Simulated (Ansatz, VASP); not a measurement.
One calculation of Nb3H, two programs

INCAR

```
PREC = Accurate ; ENCUT = 520
EDIFF = 1E-6 ; ISMEAR = 0
SIGMA = 0.1 ; LREAL = F
LASPH = T ; NELM = 150
ALGO = Normal ; ISIF = 2
LWAVE = F ; LCHARG = F
ISPIN = 2 ; MAGMOM = 0 0 0 1
LORBIT = 11 ; LMAXMIX = 4
LDIPOL = T ; IDIPOL = 3
DIPOL = 0.5 0.5 0.342 ; GGA = CA
NBANDS = 32
```

KPOINTS

```
regular mesh
0
Gamma
  9 9 1
```

The input POSCAR:

```
Nb3H
1.0
    2.9270177637      0.0000000000      0.0000000000
    0.0000000000      2.9270177637      0.0000000000
    0.0000000000      0.0000000000     21.1957939222
Nb H
3 1
Direct
    0.5000000000      0.5000000000      0.1887166867
    0.0000000000      0.0000000000      0.2876907936
    0.5000000000      0.5000000000      0.3866707684
    0.5000000000      0.5000000000      0.5050904892
```

Input for Ansatz:

```yaml
crystal:
  lattice:
    - [2.9270177637, 0.0, 0.0]
    - [0.0, 2.9270177637, 0.0]
    - [0.0, 0.0, 21.1957939222]
  atoms:
    - { symbol: Nb, position: [0.5, 0.5, 0.1887166867] }
    - { symbol: Nb, position: [0.0, 0.0, 0.2876907936] }
    - { symbol: Nb, position: [0.5, 0.5, 0.3866707684] }
    - { symbol: H, position: [0.5, 0.5, 0.5050904892], spin: 1.0 }
basis:
  ecutwfc: 420
kpoints:
  mp_grid: { grid: [9, 9, 1] }
hamiltonian:
  xc: lda
scf:
  occupations: { method: gaussian, width: 0.1 }
output:
  forces: true
  eigenvalues: true
  populations: true
magnetization:
  spin_polarized: true
efield:
  axis: 3
  dipole_correction: true
  ramp_width: 0.04
```

Alike in both runs: task single point; functional LDA; k mesh 9 × 9 × 1; occupations gaussian, width 0.1 eV; collinear spin.

|  | VASP | Ansatz |
| --- | --- | --- |
| version | VASP 6.6.1 | Ansatz 0.2.0 |
| potentials or method | VASP PAW LDA potentials, release 64 (Nb_sv, H), cutoff 520 eV | scalar-relativistic, plane waves, PAW |
| valence electrons in the cell | 40 | 40 |

Ansatz gave:

```
gap on the k mesh at the Fermi level (eV)                     : none
rms of the force components (eV/Å)                            : 0.798
net moment per atom (μB)                                      : 0.04
size of the moment on the site where the two differ most (μB) : 0.13
```

**Question.** What did VASP give for the same quantities?

**Answer.** gap on the k mesh at the Fermi level (eV): none; rms of the force components (eV/Å): 0.799; net moment per atom (μB): 0.04; size of the moment on the site where the two differ most (μB): 0.05.

LDA's correlation is that of Perdew and Zunger in VASP and of Perdew and Wang (1992) in Ansatz. Site moments also hang on the region over which each program counts them. Atom by atom the forces differ by 0.001 eV/Å (rms over components). A gap of «none» marks a metal or a gap that the smearing closes.
